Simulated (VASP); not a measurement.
Here is a VASP 6.6.1 calculation.

The input INCAR:

```
ALGO     = Normal         # electronic algorithm
EDIFF    = 1E-6           # SCF threshold, eV
ENCUT    = 520            # plane-wave cutoff, eV
GGA      = PE             # functional
ISIF     = 2              # what is computed and relaxed
ISMEAR   = 0              # smearing method
LASPH    = True           # aspherical terms in the spheres
LCHARG   = False          # write CHGCAR
LREAL    = False          # projectors in reciprocal space
LWAVE    = False          # write WAVECAR
NBANDS   = 20             # bands
NELM     = 100            # most SCF steps
PREC     = Accurate       # precision mode
SIGMA    = 0.1            # smearing width, eV
```

Contents of KPOINTS:

```
k-points
0
Gamma
  6 6 4
```

POSCAR

```
Tl
1.0
    3.0150633569     -1.7739438394     -0.3866114502
    3.0150633569      1.7739438394     -0.3866114502
   -2.8055380882      0.0000000000      6.1652414201
Tl
2
Direct
    0.9995367379      0.9995367379      0.7499119617
    0.0004632621      0.0004632621      0.2500880383
```

Potentials or basis: VASP PAW PBE potentials, release 64 (Tl_d).

The run is started by

```bash
$ cat potpaw_PBE.64/Tl_d/POTCAR > POTCAR
$ mpirun -np 1 vasp_std > vasp.out
```

**Question.** Estimate the pressure.

**Answer.** -0.1 GPa.

**Question.** Estimate the band gap on the k mesh.

**Answer.** Zero (band 13 reaches 8.57 eV, above the bottom of band 14 at 3.87 eV).

Stress tensor (GPa, compression positive):
```
-0.05  0.00 -0.15
 0.00 -0.13  0.00
-0.15  0.00  0.02
```

Caveat: spin-orbit coupling is left out, which moves the levels of the heavy elements.
